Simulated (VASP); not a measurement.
Wanted: the native input for a VASP 6.6.1 run.

| Quantity | Value |
| --- | --- |
| Task | single point |
| Functional | PBE |
| Potentials or basis | VASP PAW PBE potentials, release 64 (Co_sv, O) |
| Cutoff | 600 eV |
| k mesh | 6 × 6 × 6 |
| Occupations | gaussian, width 0.05 eV |
| Spin | collinear spin, ferromagnetic start |
| Starting moments | [3.0, 0.0] μB |
| Hubbard terms | Co d U = 3.3 eV |
| Dipole correction | no |
| Second run | valence_matched |
| Further INCAR settings | ALGO = Normal; EDIFF = 1e-06; NBANDS = 22 |

The structure of CoO lies in POSCAR:

```
CoO
1.0
    0.0000000000      2.1315000000      2.1315000000
    2.1315000000      0.0000000000      2.1315000000
    2.1315000000      2.1315000000      0.0000000000
Co O
1 1
Direct
    0.0000000000      0.0000000000      0.0000000000
    0.5000000000      0.5000000000      0.5000000000
```

One way to write it, as run:

INCAR

```
PREC = Accurate ; ENCUT = 600
EDIFF = 1E-6 ; ISMEAR = 0
SIGMA = 0.05 ; LREAL = False
LASPH = True ; NELM = 200
ALGO = Normal ; ISIF = 2
LWAVE = False ; LCHARG = False
ISPIN = 2 ; MAGMOM = 3 0
LORBIT = 11 ; LMAXMIX = 4
LDAU = True ; LDAUTYPE = 2
LDAUL = 2 -1 ; LDAUU = 3.3 0
LDAUJ = 0 0 ; LDAUPRINT = 1
GGA = PE ; NBANDS = 22
GGA_COMPAT = False
```

KPOINTS

```
Automatic mesh
0
Gamma
  6 6 6
```

Potentials or basis: VASP PAW PBE potentials, release 64 (Co_sv, O).

Launch:

```bash
$ cat potpaw_PBE.64/Co_sv/POTCAR potpaw_PBE.64/O/POTCAR > POTCAR
$ mpirun -np 1 vasp_std > vasp.out
```

Results of the run:

| Item | Value |
| --- | --- |
| Pressure | -2.9 GPa |
| Band gap on the k mesh | zero (filled and empty bands overlap) |
| Net moment | 3.00 μB per cell |
| Site moments | Co +2.69; O +0.25 μB |
| Valence electrons inside the program's atomic spheres | Co 14.88; O 5.00 |

Caveat: the k points lie up to 0.43 Å⁻¹ apart; a cell with one magnetic atom can't hold antiferromagnetic order, which such compounds often take.

Wall time 32 s on 1 thread of AMD EPYC 7R43 64-Core Processor (Zen 3), with other jobs on the host, peak memory 0.12 GiB.
